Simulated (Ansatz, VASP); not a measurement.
SrTl in VASP and in Ansatz

```
Sr Tl
1.0
     4.11264    0.00000    0.00000
     0.00000    4.11264    0.00000
     0.00000    0.00000    4.03200
Sr Tl
1 1
Direct
  0.00000 0.00000 0.00000
  0.50000 0.50000 0.50000
```

Change from the starting cell: equal xx and yy strain of +2 %, crystal datasets.

Alike in both runs: task electric field gradients; functional LDA; k mesh 8 × 8 × 8; occupations fermi-dirac, width 0.05 eV; no spin polarisation.

|  | VASP | Ansatz |
| --- | --- | --- |
| version | VASP 6.6.1 | Ansatz 0.2.0 |
| potentials or method | VASP PAW LDA potentials, release 64 (Sr_sv, Tl_d), cutoff 520 eV | all-electron PAW with datasets made for the crystal, scalar-relativistic |

Ansatz gave:

```
pressure (GPa)                                                : -2.8
traceless stress, the component that is largest in VASP (GPa) : 0.22
size of Vzz on the site where it differs most (V/Å²)          : 19.8
```

Q: Which values does VASP return?

A: Pressure (GPa): -2.7; traceless stress, the component that is largest in VASP (GPa): 0.21; size of Vzz on the site where it differs most (V/Å²): 20.0.

LDA's correlation is that of Perdew and Zunger in VASP and of Perdew and Wang (1992) in Ansatz. Ansatz ran all-electron here, and VASP with PAW potentials.

Spin-orbit coupling is off throughout.
